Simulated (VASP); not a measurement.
Write the native input for VASP 6.6.1 that does the following.

- Task: relaxation of cell and atoms
- Functional: PBE
- Potentials or basis: VASP PAW PBE potentials, release 64 (Co, O)
- Cutoff: 600 eV
- k mesh: 16 × 16 × 16
- Occupations: gaussian, width 0.1 eV
- Spin: collinear spin, ferromagnetic start
- Starting moments: [3.0, 0.0] μB
- Dipole correction: no
- Further INCAR settings: ALGO = Normal; EDIFF = 1e-06; IBRION = 2; EDIFFG = -0.01; NSW = 80; ISIF = 3

The structure of CoO lies in POSCAR:

```
CoO
1.0
    0.0000000000      2.2499728228      2.2499728228
    2.2499728228      0.0000000000      2.2499728228
    2.2499728228      2.2499728228      0.0000000000
Co O
1 1
Direct
    0.0000000000      0.0000000000      0.0000000000
    0.2500000000      0.2500000000      0.2500000000
```

The input as run:

INCAR

```
  PREC = Accurate
  ENCUT = 600
  EDIFF = 1E-6
  ISMEAR = 0
  SIGMA = 0.1
  LREAL = False
  LASPH = True
  NELM = 150
  ALGO = Normal
  ISIF = 3
  LWAVE = False
  LCHARG = False
  ISPIN = 2
  MAGMOM = 3 0
  LORBIT = 11
  LMAXMIX = 4
  GGA = PE
  IBRION = 2
  NSW = 80
  EDIFFG = -0.01
```

KPOINTS

```
regular mesh
0
Gamma
  16 16 16
```

Potentials or basis: VASP PAW PBE potentials, release 64 (Co, O).

Launch:

```bash
$ cat potpaw_PBE.64/Co/POTCAR potpaw_PBE.64/O/POTCAR > POTCAR
$ mpirun -np 1 vasp_std > vasp.out
```

Results of the run:

```yaml
Relaxed_volume: 11.36 Å³/atom
Relaxed_cell: a = 3.180 Å, b = 3.180 Å, c = 3.180 Å, α = 60.00°, β = 60.00°, γ = 60.00°
Space_group_after_relaxing_to_0.1_Å: F-43m (No. 216)
Energy_gained_by_relaxing: 0.0 meV/atom
Ionic_steps: 3
Pressure_after_relaxing: 0.0 GPa
Net_moment: 2.74 μB per cell
Site_moments: Co +2.36; O +0.29 μB
Valence_electrons_inside_the_program's_atomic_spheres: Co 8.01; O 4.99
```

Caveat: a cell with one magnetic atom can't hold antiferromagnetic order, which such compounds often take.

Run time: 6.6 min on 1 thread of Intel Xeon 8259CL, on a shared host, peak memory 0.25 GiB.
